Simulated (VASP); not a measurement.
A run of VASP 6.6.1 is set up as follows.

File INCAR:

```
SYSTEM = Te2Au
  PREC = Accurate
  ENCUT = 520
  EDIFF = 1E-8
  ISMEAR = -1
  SIGMA = 0.1
  LREAL = .FALSE.
  LASPH = .TRUE.
  NELM = 60
  ALGO = Normal
  ISIF = 2
  LWAVE = .FALSE.
  LCHARG = .FALSE.
  GGA = PS
  IBRION = 8
  NSW = 1
```

KPOINTS

```
regular mesh
0
G
  9 9 7
  0 0 0
```

POSCAR

```
Te2Au
1.0
    4.0780000000      0.0000000000      0.0000000000
   -2.0390000000      3.5316500000      0.0000000000
    0.0000000000      0.0000000000      5.0000000000
Te Au
2 1
Direct
    0.6666666667      0.3333333333      0.2932000000
    0.3333333333      0.6666666667      0.7068000000
    0.0000000000      0.0000000000      0.0000000000
```

Potentials or basis: VASP PAW PBE potentials, release 64 (Te, Au).

The run is started by

```bash
$ cat potpaw_PBE.64/Te/POTCAR potpaw_PBE.64/Au/POTCAR > POTCAR
$ mpirun -np 1 vasp_std > vasp.out
```

(1) What does it give for the highest phonon frequency at Γ, LO-TO splitting left out?

Answers

(1) 160 cm⁻¹.

Caveat: the cell stands under pressure or tension, which shifts response properties.
